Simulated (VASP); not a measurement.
# MnO (Fm-3m) in VASP: further runs, part 2 of 2

VASP 6.6.1. The steps go on from the part before.

## 3. Single point, HSE06, collinear spin, ferromagnetic start

This run uses another cell than the first one, of 10.56 Å³/atom.

Input file POSCAR:

```
MnO
1.0
    0.0000000000      2.1938512115      2.1938512115
    2.1938512115      0.0000000000      2.1938512115
    2.1938512115      2.1938512115      0.0000000000
Mn O
1 1
Direct
    0.0000000000      0.0000000000      0.0000000000
    0.5000000000      0.5000000000      0.5000000000
```

Input file INCAR.step1:

```
SYSTEM = MnO
PREC = Accurate ; ENCUT = 520
EDIFF = 1E-5 ; ISMEAR = -1
SIGMA = 0.05 ; LREAL = .FALSE.
LASPH = .TRUE. ; NELM = 150
ALGO = Normal ; ISIF = 2
LWAVE = .TRUE. ; LCHARG = .FALSE.
ISPIN = 2 ; MAGMOM = 4 0
LORBIT = 11 ; LMAXMIX = 4
NBANDS = 20 ; GGA = PE
KPAR = 4
```

Input file INCAR.step2:

```
SYSTEM = MnO
PREC = Accurate ; ENCUT = 520
EDIFF = 1E-7 ; ISMEAR = -1
SIGMA = 0.05 ; LREAL = .FALSE.
LASPH = .TRUE. ; NELM = 150
ALGO = Normal ; ISIF = 2
LWAVE = .FALSE. ; LCHARG = .FALSE.
ISPIN = 2 ; MAGMOM = 4 0
LORBIT = 11 ; LMAXMIX = 4
GGA = PE ; LHFCALC = .TRUE.
HFSCREEN = 0.2079 ; PRECFOCK = Normal
NBANDS = 20 ; ISTART = 1
KPAR = 4
```

Input file KPOINTS:

```
Automatic mesh
0
G
  6 6 6
  0 0 0
```

Potentials or basis: VASP PAW PBE potentials, release 64 (Mn_pv, O).

Started as:

```bash
$ cat potpaw_PBE.64/Mn_pv/POTCAR potpaw_PBE.64/O/POTCAR > POTCAR
$ cp INCAR.step1 INCAR
$ mpirun -np 4 vasp_std > vasp.out
$ cp INCAR.step2 INCAR
$ mpirun -np 4 vasp_std > vasp.out
```

Run time: 18 min. Hardware: 4 MPI ranks of AMD EPYC 7R13 (Zen 3), shared host; peak memory 0.23 GiB.

The run converged. Its results:

- Free energy: -23.7342 eV
- Pressure: 9.0 GPa
- Band gap on the k mesh: 1.32 eV (least direct gap 4.35 eV)
- Net moment: 5.00 μB per cell
- Site moments: Mn +4.58; O +0.21 μB
- Valence electrons inside the program's atomic spheres: Mn 11.37; O 5.06

Levels at points of the mesh, in eV from the valence-band top:
Spin up:
| k point | band 8 | band 9 | band 10 | band 11 | band 12 | band 13 | band 14 | band 15 | band 16 | band 17 |
| --- | --- | --- | --- | --- | --- | --- | --- | --- | --- | --- |
| (0.00, 0.00, 0.00) | -3.78 | -3.78 | -3.75 | -3.75 | -3.75 | 1.32 | 15.91 | 18.66 | 18.66 | 18.66 |
| (0.50, 0.00, 0.00) | -3.23 | -3.23 | -2.53 | 0.00 | 0.00 | 5.24 | 10.42 | 14.19 | 14.19 | 21.22 |
| (0.50, 0.50, 0.00) | -4.95 | -3.34 | -2.94 | -2.94 | -2.85 | 7.28 | 10.27 | 12.26 | 16.54 | 16.54 |
Spin down:
| k point | band 3 | band 4 | band 5 | band 6 | band 7 | band 8 | band 9 | band 10 | band 11 | band 12 |
| --- | --- | --- | --- | --- | --- | --- | --- | --- | --- | --- |
| (0.00, 0.00, 0.00) | -46.98 | -21.35 | -3.07 | -3.07 | -3.07 | 2.82 | 3.88 | 3.88 | 3.88 | 4.67 |
| (0.50, 0.00, 0.00) | -46.99 | -20.21 | -7.64 | -4.64 | -4.64 | 5.33 | 5.60 | 5.60 | 6.43 | 7.40 |
| (0.50, 0.50, 0.00) | -47.02 | -20.26 | -6.65 | -4.23 | -4.23 | 1.64 | 5.48 | 5.72 | 6.21 | 6.21 |

Caveat: the cell stands under pressure; the PAW data sets were made with another functional, which shifts forces and pressure a little; a cell with one magnetic atom can't hold antiferromagnetic order, which such compounds often take.

## 4. Single point, PBEsol+D4, collinear spin, ferromagnetic start

This run uses another cell than the first one, of 10.34 Å³/atom.

Input file INCAR:

```
PREC = Accurate
ENCUT = 520
EDIFF = 1E-7
ISMEAR = -1
SIGMA = 0.05
LREAL = False
LASPH = True
NELM = 150
ALGO = Normal
ISIF = 2
LWAVE = False
LCHARG = False
ISPIN = 2
MAGMOM = 4 0
LORBIT = 11
LMAXMIX = 4
GGA = PS
IVDW = 13
NBANDS = 20
```

Input file KPOINTS:

```
Automatic mesh
0
Gamma
  10 10 10
```

Input file POSCAR:

```
MnO
1.0
    0.0000000000      2.1785090927      2.1785090927
    2.1785090927      0.0000000000      2.1785090927
    2.1785090927      2.1785090927      0.0000000000
Mn O
1 1
Direct
    0.0000000000      0.0000000000      0.0000000000
    0.5000000000      0.5000000000      0.5000000000
```

Started as:

```bash
$ cat potpaw_PBE.64/Mn_pv/POTCAR potpaw_PBE.64/O/POTCAR > POTCAR
$ mpirun -np 1 vasp_std > vasp.out
```

Wall time 62 s (1 thread of Intel Xeon 8259CL, shared host); peak memory 0.16 GiB.

Results (log left out):

| Quantity | Value |
| --- | --- |
| Free energy | -17.5332 eV |
| Pressure | -3.1 GPa |
| Net moment | 4.53 μB per cell |
| Site moments | Mn +4.14; O +0.18 μB |
| Valence electrons inside the program's atomic spheres | Mn 11.43; O 4.97 |
| Dispersion energy per atom | -0.141 eV |

Levels at points of the mesh, in eV from the Fermi level:
Spin up:
```
           k point  band 10  band 11  band 12  band 13  band 14  band 15
(0.00, 0.00, 0.00)    -3.30    -2.73    -2.73    -0.35    13.94    16.67
(0.50, 0.00, 0.00)    -1.83     0.36     0.36     3.45     8.15    12.11
(0.50, 0.50, 0.00)    -1.96    -1.96    -1.78     5.33     8.01    10.60
```
Spin down:
```csv
k point,band 4,band 5,band 6,band 7,band 8,band 9,band 10,band 11
"(0.00, 0.00, 0.00)",-20.38,-3.74,-3.74,-3.74,0.42,0.42,0.42,0.85
"(0.50, 0.00, 0.00)",-19.27,-8.03,-5.38,-5.38,1.75,1.79,1.79,3.64
"(0.50, 0.50, 0.00)",-19.33,-6.99,-4.77,-4.77,-1.32,1.77,2.09,2.26
```

Caveat: the cell stands under tension; the PAW data sets were made with another functional, which shifts forces and pressure a little; a cell with one magnetic atom can't hold antiferromagnetic order, which such compounds often take; semilocal functionals often make such compounds metallic where correlation or magnetic order opens a gap, which also shifts bond lengths. With open d or f shells a metallic result of PBEsol can be an artefact of self-interaction; +U or a hybrid may open a gap.

## 5. Single point, revPBE, collinear spin, ferromagnetic start

This run uses another cell than the first one, of 10.34 Å³/atom.

Input file INCAR:

```
ALGO = Normal
EDIFF = 1E-6
ENCUT = 520
GGA = RE
ISIF = 2
ISMEAR = -1
ISPIN = 2
LASPH = True
LCHARG = False
LMAXMIX = 4
LORBIT = 11
LREAL = False
LWAVE = False
MAGMOM = 4 0
NBANDS = 20
NELM = 150
PREC = Accurate
SIGMA = 0.05
```

Input file KPOINTS:

```
k-points
0
Gamma
  10 10 10
```

POSCAR is that of step 4.

Potentials or basis: VASP PAW PBE potentials, release 64 (Mn_pv, O).

Started as:

```bash
$ cat potpaw_PBE.64/Mn_pv/POTCAR potpaw_PBE.64/O/POTCAR > POTCAR
$ mpirun -np 1 vasp_std > vasp.out
```

OUTCAR:

```text
EDIFF = 1E-6
   ENCUT = 520
   GGA = RE
   ISIF = 2
   ISMEAR = -1
   ISPIN = 2
   LASPH = True
   LORBIT = 11
   LREAL = False
   NELM = 150
   PREC = Accurate

 ion  position               nearest neighbor table
   1  0.000  0.000  0.000-   2 2.18   2 2.18   2 2.18   2 2.18   2 2.18   2 2.18
   2  0.500  0.500  0.500-   1 2.18   1 2.18   1 2.18   1 2.18   1 2.18   1 2.18

  LATTYP: Found a face centered cubic cell.
 ALAT       =     4.3570181854

  Lattice vectors:

 A1 = (   0.0000000000,   2.1785090927,   2.1785090927)
 A2 = (   2.1785090927,   0.0000000000,   2.1785090927)
[... 1317 lines left out ...]

 VOLUME and BASIS-vectors are now :
 -----------------------------------------------------------------------------
  energy-cutoff  :      520.00
  volume of cell :       20.68
      direct lattice vectors                 reciprocal lattice vectors
     0.000000000  2.178509093  2.178509093    -0.229514764  0.229514764  0.229514764
     2.178509093  0.000000000  2.178509093     0.229514764 -0.229514764  0.229514764
     2.178509093  2.178509093  0.000000000     0.229514764  0.229514764 -0.229514764

 POSITION                                       TOTAL-FORCE (eV/Angst)
 -----------------------------------------------------------------------------------
      0.00000      0.00000      0.00000         0.000000     -0.000000     -0.000000
      2.17851      2.17851      2.17851        -0.000000      0.000000      0.000000
 -----------------------------------------------------------------------------------
    total drift:                                0.000000     -0.000000     -0.000000

  FREE ENERGIE OF THE ION-ELECTRON SYSTEM (eV)
  ---------------------------------------------------
  free  energy   TOTEN  =       -15.7280664925 eV

  energy  without entropy=      -15.7176326428  energy(sigma->0) =      -15.72284957

 total charge

# of ion       s       p       d       tot
------------------------------------------
    1        0.210   6.195   5.009  11.414
    2        1.566   3.446   0.000   5.012
--------------------------------------------------
tot          1.776   9.641   5.009  16.426

 magnetization (x)

# of ion       s       p       d       tot
------------------------------------------
    1        0.033   0.028   4.176   4.236
    2        0.031   0.160   0.000   0.191
--------------------------------------------------
tot          0.064   0.187   4.176   4.427
```

stdout:

```text
POSCAR found type information on POSCAR MnO
 POSCAR found :  2 types and       2 ions
 scaLAPACK will be used
 -----------------------------------------------------------------------------
|                                                                             |
|                                                                             |
|     You enforced a specific xc type in the INCAR file but a different       |
|     I HOPE YOU KNOW WHAT YOU ARE DOING!                                     |
|                                                                             |
 -----------------------------------------------------------------------------

 LDA part: xc-table for (Slater+PW92), standard interpolation
 POSCAR, INCAR and KPOINTS ok, starting setup
 FFT: planning ... GRIDC
 FFT: planning ... GRID_SOFT
 FFT: planning ... GRID
 WAVECAR not read
 entering main loop
```

Wall time 55 s (1 thread of Intel Xeon 8259CL, shared host); peak memory 0.16 GiB.

Results:

| Quantity | Value |
| --- | --- |
| Free energy | -15.7281 eV |
| Pressure | 12.3 GPa |
| Net moment | 4.64 μB per cell |
| Site moments | Mn +4.24; O +0.19 μB |
| Valence electrons inside the program's atomic spheres | Mn 11.41; O 5.01 |

Caveat: the cell stands under pressure; the PAW data sets were made with another functional, which shifts forces and pressure a little; a cell with one magnetic atom can't hold antiferromagnetic order, which such compounds often take; semilocal functionals often make such compounds metallic where correlation or magnetic order opens a gap, which also shifts bond lengths.

## 6. Summary

```csv
level,cell,k mesh,grid for exact exchange (PRECFOCK),share of exact exchange,screening parameter,gap on the mesh (eV),pressure (GPa),moment (μB)
HSE06,"a = 3.145 Å, angles 60.0°, 2 atoms",5 × 5 × 5,Normal,0.25,0.2079 1/Å,1.45,1.4,5.00
HSE06,"a = 3.103 Å, angles 60.0°, 2 atoms",6 × 6 × 6,Normal,0.25,0.2079 1/Å,1.32,9.0,5.00
PBEsol+D4,"a = 3.081 Å, angles 60.0°, 2 atoms",10 × 10 × 10,-,-,-,none,-3.1,4.53
revPBE,"a = 3.081 Å, angles 60.0°, 2 atoms",10 × 10 × 10,-,-,-,none,12.3,4.64
```

Alike in all rows: task single point; potentials or basis VASP PAW PBE potentials, release 64 (Mn_pv, O); spin collinear, ferromagnetic start; cutoff (eV) 520; smearing fermi-dirac 0.05 eV.

Caveats: some runs use coarse meshes; the PAW data sets were made with another functional, which shifts forces and pressure a little; a cell with one magnetic atom can't hold antiferromagnetic order, which such compounds often take; the cell stands under pressure (at least some runs); semilocal functionals often make such compounds metallic where correlation or magnetic order opens a gap, which also shifts bond lengths (at least some runs); an odd mesh through Γ misses points on the zone boundary, where band edges can lie (at least some runs); the cell stands under tension (at least some runs).

Absolute energies hang on the potentials; compare differences alone.
